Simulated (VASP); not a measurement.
Here is a VASP 6.6.1 calculation.

The input INCAR:

```
  PREC = Accurate
  ENCUT = 520
  EDIFF = 1E-6
  ISMEAR = -1
  SIGMA = 0.05
  LREAL = F
  LASPH = T
  NELM = 80
  ALGO = Normal
  ISIF = 2
  LWAVE = F
  LCHARG = T
  GGA = PS
  LELF = T
  LVHAR = T
  NBANDS = 10
```

The input KPOINTS:

```
regular mesh
0
Gamma
  9 9 9
```

POSCAR

```
Na
1.0
   -1.9625051835      1.9625051835      1.9625051835
    1.9625051835     -1.9625051835      1.9625051835
    1.9625051835      1.9625051835     -1.9625051835
Na
1
Direct
    0.0000000000      0.0000000000      0.0000000000
```

Potentials or basis: VASP PAW PBE potentials, release 64 (Na_pv).

Launch:

```bash
$ cat potpaw_PBE.64/Na_pv/POTCAR > POTCAR
$ mpirun -np 1 vasp_std > vasp.out
```

**Question.** Estimate the pressure.

**Answer.** 1.9 GPa.

Caveat: the PAW data sets were made with another functional, which shifts forces and pressure a little.
